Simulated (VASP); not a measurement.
# K in VASP: notebook

K is run at these levels: PBE; tasks: single point.

Everything below comes from runs of VASP 6.6.1. Logs are shortened: lines on timing, memory, paths and dates and some standing lists are left out, and cuts for length are marked.

## Step 1: The cell of the first run

Symmetry: P6mm, No. 183, hexagonal system. The conventional cell has a = 7.559 Å, b = 7.559 Å, c = 4.445 Å, α = 90.00°, β = 90.00°, γ = 120.00°. K (site symmetry 6mm) has 14 K at 4.44 to 4.90 Å within 5.8 Å. K (site symmetry 3m) has 11 K at 4.36 to 4.90 Å within 5.7 Å.

The cell was built from a structure type or drawn by symmetry, and may not be a known phase.

## Step 2: Single point, PBE

The input, INCAR:

```
SYSTEM = K
PREC = Accurate
ENCUT = 520
EDIFF = 1E-7
ISMEAR = 0
SIGMA = 0.1
LREAL = .FALSE.
LASPH = .TRUE.
NELM = 100
ALGO = Fast
ISIF = 2
LWAVE = .FALSE.
LCHARG = .TRUE.
GGA = PE
LELF = .TRUE.
LVHAR = .TRUE.
NBANDS = 20
```

The input, KPOINTS:

```
Automatic mesh
0
G
  6 6 4
  0 0 0
```

The input, POSCAR:

```
K
1.0
    7.5594341213      0.0000000000      0.0000000000
   -3.7797170606      6.5466619872      0.0000000000
    0.0000000000      0.0000000000      4.4447573143
K
3
Direct
    0.0000000000      0.0000000000      0.8016065618
    0.3333333333      0.6666666667      0.2996681941
    0.6666666667      0.3333333333      0.2996681941
```

Potentials or basis: VASP PAW PBE potentials, release 64 (K_sv).

The run is started by

```console
> cat potpaw_PBE.64/K_sv/POTCAR > POTCAR
> mpirun -np 1 vasp_std > vasp.out
```

OUTCAR:

```text
SYSTEM = K
   PREC = Accurate
   ENCUT = 520
   EDIFF = 1E-7
   ISMEAR = 0
   LREAL = .FALSE.
   LASPH = .TRUE.
   NELM = 100
   ISIF = 2
   GGA = PE

 ion  position               nearest neighbor table
   1  0.000  0.000  0.802-
   2  0.333  0.667  0.300-
   3  0.667  0.333  0.300-

  LATTYP: Found a hexagonal cell.
 ALAT       =     7.5594341213
 C/A-ratio  =     0.5879748726

  Lattice vectors:

 A1 = (   7.5594341213,   0.0000000000,   0.0000000000)
 A2 = (  -3.7797170606,   6.5466619872,   0.0000000000)
 A3 = (   0.0000000000,   0.0000000000,   4.4447573143)

Analysis of symmetry for initial positions (statically):
=====================================================================
 Subroutine PRICEL returns:
 Original cell was already a primitive cell.

 Routine SETGRP: Setting up the symmetry group for a
 hexagonal supercell.

 Subroutine GETGRP returns: Found 12 space group operations
 (whereof 12 operations were pure point group operations)
 out of a pool of 24 trial point group operations.

The static configuration has the point symmetry C_6v.

Analysis of symmetry for dynamics (positions and initial velocities):
=====================================================================
 Subroutine PRICEL returns:
 Original cell was already a primitive cell.

 Routine SETGRP: Setting up the symmetry group for a
 hexagonal supercell.

 Subroutine GETGRP returns: Found 12 space group operations
 (whereof 12 operations were pure point group operations)
 out of a pool of 24 trial point group operations.

The dynamic configuration has the point symmetry C_6v.

 Subroutine INISYM returns: Found 12 space group operations
 (whereof 12 operations are pure point group operations),
 and found     1 'primitive' translations

----------------------------------------------------------------------------------------

                                     Primitive cell

  volume of cell :     219.9669

  direct lattice vectors                    reciprocal lattice vectors
[... 76 lines left out ...]
   PREC   = accura    normal or accurate (medium, high low for compatibility)
   ISTART =      0    job   : 0-new  1-cont  2-samecut
   ICHARG =      2    charge: 1-file 2-atom 10-const
   ISPIN  =      1    spin polarized calculation?
   LNONCOLLINEAR =      F non collinear calculations
   LSORBIT =      F    spin-orbit coupling
   LASPH  =      T    aspherical Exc in radial PAW
   ENCUT  =  520.0 eV  38.22 Ry    6.18 a.u.  14.06 14.06  8.26*2*pi/ulx,y,z
   NELM   =    100;   NELMIN=  2; NELMDL= -5     # of ELM steps
   EDIFF  = 0.1E-06   stopping-criterion for ELM
   LREAL  =      F    real-space projection
   EDIFFG = 0.1E-05   stopping-criterion for IOM
   NSW    =      0    number of steps for IOM
   IBRION =     -1    ionic relax: 0-MD 1-quasi-New 2-CG
   NFREE  =      0    steps in history (QN), initial steepest desc. (CG)
   ISIF   =      2    stress and relaxation
   ISYM   =      2    0-nonsym 1-usesym 2-fastsym
   POTIM  = 0.5000    time-step for ionic-motion
   TEBEG  =    0.0;   TEEND  =   0.0 temperature during run
   PSTRESS=    0.0 pullay stress
   NELECT =      27.0000    total number of electrons
   NUPDOWN=      -1.0000    fix difference up-down
   EMIN   =  10.00;   EMAX   =-10.00  energy-range for DOS
   EFERMI =   0.00;   METHOD = LEGACY
   ISMEAR =     0;   SIGMA  =   0.10  broadening in eV -4-tet -1-fermi 0-gaus
   EFERMI_NEDOS =   21; number of points for ismear=-14 and -15
   IALGO  =     68    algorithm
   IMIX   =      4    mixing-type and parameters
     AMIX     =   0.40;   BMIX     =  1.00
     AMIX_MAG =   1.60;   BMIX_MAG =  1.00
  volume/ion in A,a.u.               =      73.32       494.80
  Fermi-wavevector in a.u.,A,eV,Ry     =   0.813599  1.537479  9.006283  0.661943
  Thomas-Fermi vector in A             =   1.923353
   LORBIT       =      0    0 simple, 1 ext, 2 COOP (PROOUT), +10 PAW based schemes
   GGA     = PE    functional components
   LHFCALC =     F    Hartree Fock is set to
   AEXX    =    0.0000 exact exchange contribution
   IVDW    =     0    specifies the selected vdW correction
   LEPSILON=     F    determine dielectric tensor
   LRPA    =     F    only Hartree local field effects (RPA)
 non-spin polarized calculation
 RMM-DIIS sequential band-by-band and
 Gauss-broadening in eV      SIGMA  =   0.10
  energy-cutoff  :      520.00
  volume of cell :      219.97
 maximum number of plane-waves:      5976
   NGX = 29   NGY = 29   NGZ = 17

 number of electron      27.0000001 magnetization

 Free energy of the ion-electron system (eV)
  ---------------------------------------------------
  ext. energy  EPLUGINS =         0.00000000
  ---------------------------------------------------
  free energy    TOTEN  =        -3.09813843 eV

  energy without entropy =       -3.08636856  energy(sigma->0) =       -3.09225350

 E-fermi :  -0.0763     XC(G=0):  -5.6575

 val. band max:       -0.1205148913   @ k =   0.1667   0.0000   0.5000
 cond. band min:      -0.0179945897   @ k =   0.1667   0.1667   0.5000
 fundamental gap:      0.1025203016
 Fermi energy:        -0.0763101594

 k-point     1 :       0.0000    0.0000    0.0000
  band No.  band energies     occupation
      1     -32.2816      2.00000
      2     -32.2764      2.00000
      3     -32.1928      2.00000
      4     -15.7882      2.00000
      5     -15.7882      2.00000
      6     -15.7427      2.00000
[... 472 lines left out ...]
     19       3.2034      0.00000
     20       3.2291      0.00000

------------------------ aborting loop because EDIFF is reached ----------------------------------------

  FORCE on cell =-STRESS in cart. coord.  units (eV):
  Direction    XX          YY          ZZ          XY          YZ          ZX
  --------------------------------------------------------------------------------------
  -------------------------------------------------------------------------------------
  Total        0.1085755      0.1085755     -0.0348714      0.0000000      0.0000000      0.0000000
  in kB        0.7908340      0.7908340     -0.2539933      0.0000000      0.0000000      0.0000000
  external PRESSURE =       0.4425582 kB  Pullay stress =       0.0000000 kB

 VOLUME and BASIS-vectors are now :
 -----------------------------------------------------------------------------
  energy-cutoff  :      520.00
  volume of cell :      219.97
      direct lattice vectors                 reciprocal lattice vectors
     7.559434121  0.000000000  0.000000000     0.132285034  0.076374800  0.000000000
    -3.779717061  6.546661987  0.000000000     0.000000000  0.152749600  0.000000000
     0.000000000  0.000000000  4.444757314     0.000000000  0.000000000  0.224984162

 POSITION                                       TOTAL-FORCE (eV/Angst)
 -----------------------------------------------------------------------------------
      0.00000      0.00000      3.56295        -0.000000     -0.000000     -0.001642
     -0.00000      4.36444      1.33195         0.000000      0.000000      0.000821
      3.77972      2.18222      1.33195         0.000000      0.000000      0.000821
 -----------------------------------------------------------------------------------
    total drift:                                0.000000      0.000000     -0.000080

  FREE ENERGIE OF THE ION-ELECTRON SYSTEM (eV)
  ---------------------------------------------------
  free  energy   TOTEN  =        -3.0981384341 eV

  energy  without entropy=       -3.0863685596  energy(sigma->0) =       -3.09225350
```

OSZICAR:

```text
N       E                     dE             d eps       ncg     rms          rms(c)
DAV:   1     0.180401717806E+03    0.18040E+03   -0.11000E+04   840   0.105E+03
DAV:   2     0.111094605445E+02   -0.16929E+03   -0.16687E+03   920   0.307E+02
DAV:   3    -0.229704951385E+01   -0.13407E+02   -0.13323E+02  1352   0.640E+01
[... 11 lines left out ...]
RMM:  15    -0.309813697663E+01   -0.94798E-06   -0.65867E-06  1374   0.896E-03    0.322E-03
RMM:  16    -0.309813774714E+01   -0.77051E-06   -0.35622E-06  1287   0.674E-03    0.138E-03
RMM:  17    -0.309813816581E+01   -0.41867E-06   -0.20817E-06  1108   0.509E-03    0.530E-04
RMM:  18    -0.309813837835E+01   -0.21254E-06   -0.12121E-06   945   0.382E-03    0.203E-04
RMM:  19    -0.309813843413E+01   -0.55780E-07   -0.67610E-07   838   0.288E-03
   1 F= -.30981384E+01 E0= -.30922535E+01  d E =-.117699E-01
```

stdout:

```text
POSCAR found type information on POSCAR K
 POSCAR found :  1 types and       3 ions
 scaLAPACK will be used
 LDA part: xc-table for (Slater+PW92), standard interpolation
 POSCAR, INCAR and KPOINTS ok, starting setup
 FFT: planning ... GRIDC
 FFT: planning ... GRID_SOFT
 FFT: planning ... GRID
 WAVECAR not read
 entering main loop
WARNING in EDDRMM: call to ZHEGV failed, returncode =   6  3     15
 num prob  num prob RMM:  15    -0.309813697663E+01   -0.94798E-06   -0.65867E-06  1374   0.896E-03    0.322E-03
WARNING in EDDRMM: call to ZHEGV failed, returncode =   6  3     17
 num prob RMM:  16    -0.309813774714E+01   -0.77051E-06   -0.35622E-06  1287   0.674E-03    0.138E-03
 num prob  num prob  num prob  num prob  num prob  num prob RMM:  17    -0.309813816581E+01   -0.41867E-06   -0.20817E-06  1108   0.509E-03    0.530E-04
 num prob  num prob  num prob  num prob  num prob  num prob  num prob  num prob  num prob  num prob  num prob RMM:  18    -0.309813837835E+01   -0.21254E-06   -0.12121E-06   945   0.382E-03    0.203E-04
 num prob  num prob  num prob  num prob  num prob  num prob  num prob RMM:  19    -0.309813843413E+01   -0.55780E-07   -0.67610E-07   838   0.288E-03
```

Run time: 2.3 min. Hardware: 1 thread of Intel Xeon Platinum 8375C at 2.90GHz (Ice Lake), shared host; peak memory 0.34 GiB.

Results:

- Free energy: -3.0981 eV
- Pressure: 0.0 GPa
- Band gap on the k mesh: zero (an odd number of electrons rules out a gap without spin polarisation)

## Step 3: Single point, PBE (65.45 Å³/atom)

This run uses another cell than the first one, of 65.45 Å³/atom.

The input, INCAR:

```
SYSTEM = K
ALGO = Fast ; EDIFF = 1E-6
ENCUT = 520 ; GGA = PE
ISIF = 2 ; ISMEAR = 0
LASPH = .TRUE. ; LCHARG = .FALSE.
LREAL = .FALSE. ; LWAVE = .FALSE.
NBANDS = 20 ; NELM = 60
PREC = Accurate ; SIGMA = 0.1
```

The input, KPOINTS:

```
k-points
0
G
  6 6 10
  0 0 0
```

The input, POSCAR:

```
K
1.0
    7.2371656262      0.0000000000      0.0000000000
   -3.6185828131      6.2675692837      0.0000000000
    0.0000000000      0.0000000000      4.3285587754
K
3
Direct
    0.0000000000      0.0000000000      0.5000000000
    0.3333333333      0.6666666667      0.0000000000
    0.6666666667      0.3333333333      0.0000000000
```

Potentials or basis: VASP PAW PBE potentials, release 64 (K_sv).

The run is started by

```console
> cat potpaw_PBE.64/K_sv/POTCAR > POTCAR
> mpirun -np 1 vasp_std > vasp.out
```

Run time: 4 min. Hardware: 1 thread of Intel Xeon Platinum 8375C at 2.90GHz (Ice Lake), shared host; peak memory 0.35 GiB.

Results (log left out):

* Free energy: -3.0739 eV
* Pressure: 0.5 GPa
* Band gap on the k mesh: zero (an odd number of electrons rules out a gap without spin polarisation)

Levels at points of the mesh, in eV from the Fermi level:
| k point | band 9 | band 10 | band 11 | band 12 | band 13 | band 14 | band 15 | band 16 | band 17 | band 18 |
| --- | --- | --- | --- | --- | --- | --- | --- | --- | --- | --- |
| (0.00, 0.00, 0.00) | -15.55 | -15.48 | -15.48 | -15.46 | -2.32 | 1.19 | 1.19 | 1.21 | 1.21 | 1.53 |
| (0.50, 0.00, 0.00) | -15.56 | -15.49 | -15.48 | -15.46 | -1.25 | -1.25 | 0.41 | 0.71 | 2.75 | 2.89 |
| (0.00, 0.00, 0.50) | -15.56 | -15.54 | -15.48 | -15.48 | -0.25 | -0.14 | 1.74 | 1.74 | 1.89 | 1.89 |
| (0.50, 0.00, 0.50) | -15.56 | -15.53 | -15.48 | -15.48 | 0.48 | 0.57 | 0.70 | 0.79 | 1.52 | 1.92 |

[end of part 1 of 2]
